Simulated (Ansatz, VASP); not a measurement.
# One calculation of SnSe2, two programs

INCAR

```
PREC = Accurate ; ENCUT = 520
EDIFF = 1E-7 ; ISMEAR = -1
SIGMA = 0.02 ; LREAL = F
LASPH = T ; NELM = 80
ALGO = Normal ; ISIF = 2
LWAVE = F ; LCHARG = F
GGA = PE ; NBANDS = 20
```

KPOINTS

```
regular mesh
0
Gamma
  12 12 4
```

The input POSCAR:

```
SnSe2
1.0
    3.8251493193      0.0000000000      0.0000000000
   -1.9125746596      3.3126764838      0.0000000000
    0.0000000000      0.0000000000      6.1797534370
Sn Se
1 2
Direct
    0.0000000000      0.0000000000      0.0000000000
    0.3333333333      0.6666666667      0.2549354488
    0.6666666667      0.3333333333      0.7450645512
```

Input for Ansatz:

```yaml
crystal:
  lattice:
    - [3.8251493193, 0.0, 0.0]
    - [-1.9125746596, 3.3126764838, 0.0]
    - [0.0, 0.0, 6.179753437]
  atoms:
    - { symbol: Sn, position: [0.0, 0.0, 0.0] }
    - { symbol: Se, position: [0.3333333333, 0.6666666667, 0.2549354488] }
    - { symbol: Se, position: [0.6666666667, 0.3333333333, 0.7450645512] }
kpoints:
  mp_grid: { grid: [12, 12, 4] }
  band_path:
    path:
      - [0.0, 0.0, 0.0]
      - [0.5, 0.0, 0.0]
      - [0.3333333333, 0.3333333333, 0.0]
      - [0.0, 0.0, 0.5]
      - [0.5, 0.0, 0.5]
      - [0.3333333333, 0.3333333333, 0.5]
      - [0.0833333333, 0.0833333333, 0.0]
      - [0.5, 0.0, 0.35]
    npoints: 1
hamiltonian:
  xc: pbe
scf:
  occupations: { method: fermi_dirac, width: 0.02 }
  n_extra_bands: 4
output:
  forces: true
  stress: true
  eigenvalues: true
```

Change from the starting cell: uniaxial_z strain -0.8%.

Alike in both runs: task single point; functional PBE; k mesh 12 × 12 × 4; occupations fermi-dirac, width 0.02 eV; no spin polarisation.

|  | VASP | Ansatz |
| --- | --- | --- |
| version | VASP 6.6.1 | Ansatz 0.2.0 |
| potentials or method | VASP PAW PBE potentials, release 64 (Sn_d, Se) | plane waves, PAW |
| plane-wave cutoff (eV) | 520 | 420 |
| valence electrons in the cell | 26 | 46 |

|  | VASP | Ansatz | Ansatz less VASP |
| --- | --- | --- | --- |
| pressure (GPa) | 3.1 | 3.0 | -0.07 |
| traceless stress, the component that is largest in VASP (GPa) | 0.16 | 0.16 | -0.008 |
| rms of the force components (eV/Å) | 0.128 | 0.121 | -0.0069 |

Atom by atom the forces differ by 0.007 eV/Å (rms over components). VASP's potentials hold 26 valence electrons a cell and Ansatz's 46, so a difference there can come from the potentials and not from the codes.
